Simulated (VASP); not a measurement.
Crystal: CdSe.

```
Cd Se
1.0
     4.30000    0.00000    0.00000
    -2.15000    3.72391    0.00000
     0.00000    0.00000    7.02000
Cd Se
2 2
Direct
  0.33333 0.66667 0.00000
  0.66667 0.33333 0.50000
  0.33333 0.66667 0.38500
  0.66667 0.33333 0.88500
```

```yaml
Program: VASP 6.6.1
Task: relaxation of cell and atoms
Functional: PBE
Potentials_or_basis: VASP PAW PBE potentials, release 64 (Cd, Se)
Cutoff: 600 eV
k_mesh: 9 × 9 × 4
Occupations: gaussian, width 0.02 eV
Spin: no spin polarisation
```

At the start: pressure 3.3 GPa; volume 28.10 Å³/atom.

**Question.** Where does the relaxation end?

**Answer.** Over 14 steps the energy falls by 21.9 meV/atom and the volume is 29.89 Å³/atom (+6.4 %); space group P6_3mc (No. 186, to 0.1 Å) before and after.

The path:
| step | energy change (eV) | largest force (eV/Å) | pressure (GPa) | volume (Å³) |
| --- | --- | --- | --- | --- |
| 1 | 0.0000 | 0.2908 | 3.29 | 112.41 |
| 2 | -0.0773 | 0.0487 | -0.86 | 122.04 |
| 3 | -0.0835 | 0.0922 | -0.09 | 119.80 |
| 4 | -0.0835 | 0.0953 | -0.01 | 119.65 |
| 5 | -0.0848 | 0.0650 | 0.04 | 119.49 |
| 6 | -0.0857 | 0.0135 | 0.14 | 119.23 |
| 7 | -0.0868 | 0.0095 | 0.02 | 119.52 |
| 8 | -0.0874 | 0.0029 | -0.14 | 119.97 |
| 9 | -0.0877 | 0.0071 | 0.01 | 119.58 |
| 10 | -0.0877 | 0.0068 | -0.01 | 119.61 |
| 11 | -0.0877 | 0.0066 | 0.00 | 119.60 |
| 12 | -0.0877 | 0.0068 | 0.00 | 119.59 |
| 13 | -0.0877 | 0.0023 | 0.00 | 119.58 |
| 14 | -0.0877 | 0.0000 | 0.00 | 119.57 |

Final structure:
```
Cd Se
1.0
     4.38961    0.00000    0.00000
    -2.19481    3.80151    0.00000
     0.00000    0.00000    7.16550
Cd Se
2 2
Direct
  0.33333 0.66667 0.00463
  0.66667 0.33333 0.50463
  0.33333 0.66667 0.38037
  0.66667 0.33333 0.88037
```
